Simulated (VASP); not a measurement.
# As (Pm-3m) in VASP: a series of runs, part 2 of 2

VASP 6.6.1.

### Step 4. Vibrations by perturbation theory, PBE

Contents of INCAR:

```
SYSTEM = As
ALGO = Normal
EDIFF = 1E-8
ENCUT = 520
GGA = PE
IBRION = 8
ISIF = 2
ISMEAR = -1
LASPH = .TRUE.
LCHARG = .FALSE.
LREAL = .FALSE.
LWAVE = .FALSE.
NELM = 100
NSW = 1
PREC = Accurate
SIGMA = 0.05
```

Contents of KPOINTS:

```
k-points
0
G
  7 7 7
  0 0 0
```

Contents of POSCAR:

```
As
1.0
    2.7036817444      0.0000000000      0.0000000000
    0.0000000000      2.7036817444      0.0000000000
    0.0000000000      0.0000000000      2.7036817444
As
1
Direct
    0.5000000000      0.5000000000      0.5000000000
```

Potentials or basis: VASP PAW PBE potentials, release 64 (As).

Launch:

```sh
$ cat potpaw_PBE.64/As/POTCAR > POTCAR
$ mpirun -np 1 vasp_std > vasp.out
```

OUTCAR:

```text
SYSTEM = As
   EDIFF = 1E-8
   ENCUT = 520
   GGA = PE
   IBRION = 8
   ISIF = 2
   ISMEAR = -1
   LASPH = .TRUE.
   LREAL = .FALSE.
   NELM = 100
   NSW = 1
   PREC = Accurate

 ion  position               nearest neighbor table
   1  0.500  0.500  0.500-

  LATTYP: Found a simple cubic cell.
 ALAT       =     2.7036817444

  Lattice vectors:

 A1 = (   2.7036817444,   0.0000000000,   0.0000000000)
 A2 = (   0.0000000000,   2.7036817444,   0.0000000000)
 A3 = (   0.0000000000,   0.0000000000,   2.7036817444)

Analysis of symmetry for initial positions (statically):
=====================================================================
 Subroutine PRICEL returns:
 Original cell was already a primitive cell.

 Routine SETGRP: Setting up the symmetry group for a
 simple cubic supercell.

 Subroutine GETGRP returns: Found 48 space group operations
[... 9 lines left out ...]

 Routine SETGRP: Setting up the symmetry group for a
 simple cubic supercell.

 Subroutine GETGRP returns: Found 48 space group operations
[... 11 lines left out ...]
                                     Primitive cell

  volume of cell :      19.7636

  direct lattice vectors                    reciprocal lattice vectors
     2.703681744  0.000000000  0.000000000     0.369866018  0.000000000  0.000000000
     0.000000000  2.703681744  0.000000000     0.000000000  0.369866018  0.000000000
     0.000000000  0.000000000  2.703681744     0.000000000  0.000000000  0.369866018

  length of vectors
     2.703681744  2.703681744  2.703681744     0.369866018  0.369866018  0.369866018
[... 322 lines left out ...]
  energy-cutoff  :      520.00
  volume of cell :       19.76
      direct lattice vectors                 reciprocal lattice vectors
     2.703681744  0.000000000  0.000000000     0.369866018  0.000000000  0.000000000
     0.000000000  2.703681744  0.000000000     0.000000000  0.369866018  0.000000000
     0.000000000  0.000000000  2.703681744     0.000000000  0.000000000  0.369866018

 POSITION                                       TOTAL-FORCE (eV/Angst)
 -----------------------------------------------------------------------------------
      1.35184      1.35184      1.35184         0.000000      0.000000      0.000000
 -----------------------------------------------------------------------------------
    total drift:                                0.000000      0.000000      0.000000

  FREE ENERGIE OF THE ION-ELECTRON SYSTEM (eV)
  ---------------------------------------------------
  free  energy   TOTEN  =        -4.5911144681 eV

  energy  without entropy=       -4.5868503224  energy(sigma->0) =       -4.58898240

[... ionic steps 2 to 3 ...]

--------------------------------------- Ionic step        4  -------------------------------------------

 Free energy of the ion-electron system (eV)
  ---------------------------------------------------
  ---------------------------------------------------
  free energy    TOTEN  =        -0.02939550 eV

  energy without entropy =       -0.02939550

------------------------ aborting loop because EDIFF is reached ----------------------------------------

 INTERNAL STRAIN TENSOR  FOR ION    1  DIRECTION 1   (eV/Angst):
 -----------------------------------------------------------------------------
    -0.04153 -0.00000  0.00000
     0.00000  0.01146  0.00000
     0.00000  0.00000  0.01146

 INTERNAL STRAIN TENSOR FOR ION    1 for displacements in x,y,z  (eV/Angst):
          X           Y           Z          XY          YZ          ZX
  --------------------------------------------------------------------------------
  x     0.00000     0.00000     0.00000     0.00000     0.00000     0.00000
  y     0.00000     0.00000     0.00000     0.00000     0.00000     0.00000
  z     0.00000     0.00000     0.00000     0.00000     0.00000     0.00000

 SECOND DERIVATIVES (NOT SYMMETRIZED)
 ------------------------------------
               1X          1Y          1Z
  1X    -0.000182    0.000000    0.000000
  1Y     0.000000   -0.000182    0.000000
  1Z     0.000000    0.000000   -0.000182

 Eigenvectors and eigenvalues of the dynamical matrix
 ----------------------------------------------------

   1 f  =    0.024374 THz     0.153148 2PiTHz    0.813039 cm-1     0.100804 meV
             X         Y         Z           dx          dy          dz
      1.351841  1.351841  1.351841     1.000000    0.000000    0.000000

   2 f  =    0.024374 THz     0.153148 2PiTHz    0.813039 cm-1     0.100804 meV
             X         Y         Z           dx          dy          dz
      1.351841  1.351841  1.351841     0.000000    1.000000    0.000000

   3 f  =    0.024374 THz     0.153148 2PiTHz    0.813039 cm-1     0.100804 meV
             X         Y         Z           dx          dy          dz
      1.351841  1.351841  1.351841     0.000000    0.000000    1.000000

--------------------------------------------------------------------------------------------------------

 ELASTIC MODULI CONTR FROM IONIC RELAXATION (kBar)
 Direction    XX          YY          ZZ          XY          YZ          ZX
 --------------------------------------------------------------------------------
 XX           0.0000      0.0000      0.0000      0.0000      0.0000      0.0000
 YY           0.0000      0.0000      0.0000      0.0000      0.0000      0.0000
 ZZ           0.0000      0.0000      0.0000      0.0000      0.0000      0.0000
 XY           0.0000      0.0000      0.0000      0.0000      0.0000      0.0000
 YZ           0.0000      0.0000      0.0000      0.0000      0.0000      0.0000
 ZX           0.0000      0.0000      0.0000      0.0000      0.0000      0.0000
 --------------------------------------------------------------------------------
```

stdout:

```text
POSCAR found type information on POSCAR As
 POSCAR found :  1 types and       1 ions
 scaLAPACK will be used
 LDA part: xc-table for (Slater+PW92), standard interpolation
 POSCAR, INCAR and KPOINTS ok, starting setup
 FFT: planning ... GRIDC
 FFT: planning ... GRID_SOFT
 FFT: planning ... GRID
 WAVECAR not read
 entering main loop
 Linear response reoptimize wavefunctions to high precision
 Linear response DOF=           1
 Linear response progress:
 first order change of Fermi-energy  -0.83817E-03
 force on displaced ion       1 direction 1 :  -0.000   0.000   0.000
 Linear response finished
```

Run time: 9.3 s. Hardware: 1 thread of Intel Xeon Platinum 8488C (Sapphire Rapids), shared host; peak memory 0.13 GiB.

### Step 5. Vibrations by perturbation theory, PBEsol

Contents of INCAR:

```
SYSTEM = As
PREC = Accurate ; ENCUT = 520
EDIFF = 1E-8 ; ISMEAR = -1
SIGMA = 0.05 ; LREAL = .False.
LASPH = .True. ; NELM = 60
ALGO = Normal ; ISIF = 2
LWAVE = .False. ; LCHARG = .True.
GGA = PS ; IBRION = 8
NSW = 1
```

Contents of KPOINTS:

```
Automatic mesh
0
Gamma
  7 7 7
  0 0 0
```

POSCAR is that of step 4.

Potentials or basis: VASP PAW PBE potentials, release 64 (As).

Launch:

```sh
$ cat potpaw_PBE.64/As/POTCAR > POTCAR
$ mpirun -np 1 vasp_std > vasp.out
```

OUTCAR:

```text
SYSTEM = As
   PREC = Accurate
   ENCUT = 520
   EDIFF = 1E-8
   ISMEAR = -1
   LREAL = .False.
   LASPH = .True.
   NELM = 60
   ISIF = 2
   GGA = PS
   IBRION = 8
   NSW = 1

 ion  position               nearest neighbor table
   1  0.500  0.500  0.500-

  LATTYP: Found a simple cubic cell.
 ALAT       =     2.7036817444

  Lattice vectors:

 A1 = (   2.7036817444,   0.0000000000,   0.0000000000)
 A2 = (   0.0000000000,   2.7036817444,   0.0000000000)
[... 411 lines left out ...]
  y     0.00000     0.00000     0.00000     0.00000     0.00000     0.00000
  z     0.00000     0.00000     0.00000     0.00000     0.00000     0.00000

 SECOND DERIVATIVES (NOT SYMMETRIZED)
 ------------------------------------
               1X          1Y          1Z
  1X    -0.000346   -0.000000    0.000000
  1Y     0.000000   -0.000346   -0.000000
  1Z     0.000000    0.000000   -0.000346

 Eigenvectors and eigenvalues of the dynamical matrix
 ----------------------------------------------------

   1 f  =    0.033590 THz     0.211050 2PiTHz    1.120430 cm-1     0.138916 meV
             X         Y         Z           dx          dy          dz
      1.351841  1.351841  1.351841     0.422885   -0.906183    0.000000

   2 f  =    0.033590 THz     0.211050 2PiTHz    1.120430 cm-1     0.138916 meV
             X         Y         Z           dx          dy          dz
      1.351841  1.351841  1.351841    -0.906183   -0.422885    0.000000

   3 f  =    0.033590 THz     0.211050 2PiTHz    1.120430 cm-1     0.138916 meV
             X         Y         Z           dx          dy          dz
      1.351841  1.351841  1.351841     0.000000    0.000000    1.000000

--------------------------------------------------------------------------------------------------------

 ELASTIC MODULI CONTR FROM IONIC RELAXATION (kBar)
 Direction    XX          YY          ZZ          XY          YZ          ZX
 --------------------------------------------------------------------------------
 XX           0.0000      0.0000      0.0000      0.0000      0.0000      0.0000
 YY           0.0000      0.0000      0.0000      0.0000      0.0000      0.0000
 ZZ           0.0000      0.0000      0.0000      0.0000      0.0000      0.0000
 XY           0.0000      0.0000      0.0000      0.0000      0.0000      0.0000
 YZ           0.0000      0.0000      0.0000      0.0000      0.0000      0.0000
 ZX           0.0000      0.0000      0.0000      0.0000      0.0000      0.0000
 --------------------------------------------------------------------------------
```

It took 10 s on 1 thread of Intel Xeon Platinum 8488C (Sapphire Rapids), shared host; peak memory 0.13 GiB.

Caveat: the PAW data sets were made with another functional, which shifts forces and pressure a little.

### Step 6. Elastic constants, PBE

Contents of INCAR:

```
SYSTEM = As
ALGO = Normal
EDIFF = 1E-8
ENCUT = 600
GGA = PE
IBRION = 6
ISIF = 3
ISMEAR = -1
LASPH = .TRUE.
LCHARG = .FALSE.
LREAL = .FALSE.
LWAVE = .FALSE.
NELM = 60
NFREE = 2
NSW = 1
POTIM = 0.015
PREC = Accurate
SIGMA = 0.05
```

Contents of KPOINTS:

```
k-points
0
G
  7 7 7
  0 0 0
```

POSCAR is that of step 5.

Potentials or basis: VASP PAW PBE potentials, release 64 (As).

Launch:

```sh
$ cat potpaw_PBE.64/As/POTCAR > POTCAR
$ mpirun -np 1 vasp_std > vasp.out
```

OUTCAR:

```text
SYSTEM = As
   EDIFF = 1E-8
   ENCUT = 600
   GGA = PE
   IBRION = 6
   ISIF = 3
   ISMEAR = -1
   LASPH = .TRUE.
   LREAL = .FALSE.
   NELM = 60
   NFREE = 2
   NSW = 1
   POTIM = 0.015
   PREC = Accurate

 ion  position               nearest neighbor table
   1  0.500  0.500  0.500-

  LATTYP: Found a simple cubic cell.
 ALAT       =     2.7036817444

  Lattice vectors:

 A1 = (   2.7036817444,   0.0000000000,   0.0000000000)
 A2 = (   0.0000000000,   2.7036817444,   0.0000000000)
 A3 = (   0.0000000000,   0.0000000000,   2.7036817444)

Analysis of symmetry for initial positions (statically):
=====================================================================
 Subroutine PRICEL returns:
 Original cell was already a primitive cell.

 Routine SETGRP: Setting up the symmetry group for a
 simple cubic supercell.

 Subroutine GETGRP returns: Found 48 space group operations
[... 9 lines left out ...]

 Routine SETGRP: Setting up the symmetry group for a
 simple cubic supercell.

 Subroutine GETGRP returns: Found 48 space group operations
[... 11 lines left out ...]
                                     Primitive cell

  volume of cell :      19.7636

  direct lattice vectors                    reciprocal lattice vectors
     2.703681744  0.000000000  0.000000000     0.369866018  0.000000000  0.000000000
     0.000000000  2.703681744  0.000000000     0.000000000  0.369866018  0.000000000
     0.000000000  0.000000000  2.703681744     0.000000000  0.000000000  0.369866018

  length of vectors
     2.703681744  2.703681744  2.703681744     0.369866018  0.369866018  0.369866018

  position of ions in fractional coordinates (direct lattice)
     0.500000000  0.500000000  0.500000000

  ion indices of the primitive-cell ions
   primitive index   ion index
                 1           1

----------------------------------------------------------------------------------------

 KPOINTS: k-points

Automatic generation of k-mesh.
 Grid dimensions read from file:
 generate k-points for:    7    7    7

 Generating k-lattice:

  Cartesian coordinates                     Fractional coordinates (reciprocal lattice)
     0.052838003  0.000000000  0.000000000     0.142857143  0.000000000  0.000000000
     0.000000000  0.052838003  0.000000000     0.000000000  0.142857143  0.000000000
     0.000000000  0.000000000  0.052838003     0.000000000  0.000000000  0.142857143

  Length of vectors
     0.052838003  0.052838003  0.052838003

  Shift w.r.t. Gamma in fractional coordinates (k-lattice)
     0.000000000  0.000000000  0.000000000

[... 85 lines left out ...]

 number of electron       5.0000001 magnetization

 Free energy of the ion-electron system (eV)
  ---------------------------------------------------
  ext. energy  EPLUGINS =         0.00000000
  ---------------------------------------------------
  free energy    TOTEN  =        -4.59114172 eV

  energy without entropy =       -4.58687760  energy(sigma->0) =       -4.58900966

------------------------ aborting loop because EDIFF is reached ----------------------------------------

  FORCE on cell =-STRESS in cart. coord.  units (eV):
  Direction    XX          YY          ZZ          XY          YZ          ZX
  --------------------------------------------------------------------------------------
  -------------------------------------------------------------------------------------
  Total        0.3396374      0.3396374      0.3396374     -0.0000000      0.0000000     -0.0000000
  in kB       27.5333724     27.5333724     27.5333724     -0.0000000      0.0000000     -0.0000000
  external PRESSURE =      27.5333724 kB  Pullay stress =       0.0000000 kB
[... 86 lines left out ...]
  FREE ENERGIE OF THE ION-ELECTRON SYSTEM (eV)
  ---------------------------------------------------
  free  energy   TOTEN  =        -4.5815089999 eV

  energy  without entropy=       -4.5775220362  energy(sigma->0) =       -4.57951552

[... ionic steps 4 to 12 ...]

--------------------------------------- Ionic step       13  -------------------------------------------

 number of electron       5.0000001 magnetization

------------------------ aborting loop because EDIFF is reached ----------------------------------------
[... 65 lines left out ...]
--------------------------------------- Ionic step       15  -------------------------------------------

 number of electron       5.0000000 magnetization

 Free energy of the ion-electron system (eV)
  ---------------------------------------------------
  ext. energy  EPLUGINS =         0.00000000
  ---------------------------------------------------
  free energy    TOTEN  =        -4.59114130 eV

  energy without entropy =       -4.58687718  energy(sigma->0) =       -4.58900924

 E-fermi :   5.8068     XC(G=0): -10.4317

 val. band max:        5.3942724425   @ k =   0.4286   0.2857   0.1429
 cond. band min:       5.8574288426   @ k =   0.4286   0.2857   0.2857
 fundamental gap:      0.4631564001
 Fermi energy:         5.8068473146

 k-point     1 :       0.0000    0.0000    0.0000
  band No.  band energies     occupation
      1      -9.0417      2.00000
      2      10.0946      0.00000
      3      10.0946      0.00000
      4      10.0946      0.00000
      5      14.4340      0.00000
      6      14.4340      0.00000
[... 197 lines left out ...]
  FREE ENERGIE OF THE ION-ELECTRON SYSTEM (eV)
  ---------------------------------------------------
  free  energy   TOTEN  =        -4.5911412952 eV

  energy  without entropy=       -4.5868771761  energy(sigma->0) =       -4.58900924

 INTERNAL STRAIN TENSORS FROM STRAINED CELLS
 ============================================

 INTERNAL STRAIN TENSOR FOR ION    1 for displacements in x,y,z  (eV/Angst):
          X           Y           Z          XY          YZ          ZX
  --------------------------------------------------------------------------------
  x     0.00000     0.00000     0.00000     0.00000     0.00000     0.00000
  y     0.00000     0.00000     0.00000     0.00000     0.00000     0.00000
  z     0.00000     0.00000     0.00000     0.00000     0.00000     0.00000

 INTERNAL STRAIN TENSORS FROM DISPLACED ATOMS
 ============================================

 INTERNAL STRAIN TENSOR FOR ION    1 for displacements in x,y,z  (eV/Angst):
          X           Y           Z          XY          YZ          ZX
  --------------------------------------------------------------------------------
  x     0.00000     0.00000     0.00000     0.00000     0.00000     0.00000
  y     0.00000     0.00000     0.00000     0.00000     0.00000     0.00000
  z     0.00000     0.00000     0.00000     0.00000     0.00000     0.00000

 Eigenvectors and eigenvalues of the dynamical matrix
 ----------------------------------------------------

   1 f  =    0.000000 THz     0.000000 2PiTHz    0.000000 cm-1     0.000000 meV
             X         Y         Z           dx          dy          dz
      1.351841  1.351841  1.351841     0.000000    1.000000    0.000000

   2 f  =    0.000000 THz     0.000000 2PiTHz    0.000000 cm-1     0.000000 meV
             X         Y         Z           dx          dy          dz
      1.351841  1.351841  1.351841     1.000000    0.000000    0.000000

   3 f  =    0.000000 THz     0.000000 2PiTHz    0.000000 cm-1     0.000000 meV
             X         Y         Z           dx          dy          dz
      1.351841  1.351841  1.351841     0.000000    0.000000    1.000000

--------------------------------------------------------------------------------------------------------

 ELASTIC MODULI CONTR FROM IONIC RELAXATION (kBar)
 Direction    XX          YY          ZZ          XY          YZ          ZX
 --------------------------------------------------------------------------------
 XX           0.0000      0.0000      0.0000      0.0000      0.0000      0.0000
 YY           0.0000      0.0000      0.0000      0.0000      0.0000      0.0000
 ZZ           0.0000      0.0000      0.0000      0.0000      0.0000      0.0000
 XY           0.0000      0.0000      0.0000      0.0000      0.0000      0.0000
 YZ           0.0000      0.0000      0.0000      0.0000      0.0000      0.0000
 ZX           0.0000      0.0000      0.0000      0.0000      0.0000      0.0000
 --------------------------------------------------------------------------------

 TOTAL ELASTIC MODULI (kBar)
 Direction    XX          YY          ZZ          XY          YZ          ZX
 --------------------------------------------------------------------------------
 XX        3091.6302   -152.7815   -152.7815     -0.0000      0.0000      0.0000
 YY        -152.7815   3091.6302   -152.7815      0.0000      0.0000     -0.0000
 ZZ        -152.7815   -152.7815   3091.6302      0.0000     -0.0000      0.0000
 XY          -0.0000      0.0000      0.0000    113.7615      0.0000      0.0000
 YZ           0.0000      0.0000     -0.0000      0.0000    113.7615      0.0000
 ZX           0.0000     -0.0000      0.0000      0.0000      0.0000    113.7615
 --------------------------------------------------------------------------------
```

It took 47 s on 1 thread of Intel Xeon Platinum 8488C (Sapphire Rapids), shared host; peak memory 0.16 GiB.

What came out:

| Quantity | Value |
| --- | --- |
| Elastic constants C11, C12, C44 | 309, -15, 11 GPa |
| Voigt bulk modulus | 93 GPa |

Elastic tensor in Voigt notation (GPa, in the Cartesian axes of the cell as first typed):
```
309 -15 -15   0   0   0
-15 309 -15   0   0   0
-15 -15 309   0   0   0
  0   0   0  11   0   0
  0   0   0   0  11   0
  0   0   0   0   0  11
```

Clamped-ion elastic tensor (GPa):
```
309 -15 -15   0   0   0
-15 309 -15   0   0   0
-15 -15 309   0   0   0
  0   0   0  11   0   0
  0   0   0   0  11   0
  0   0   0   0   0  11
```

Caveat: the cell is under stress, which shifts elastic constants.
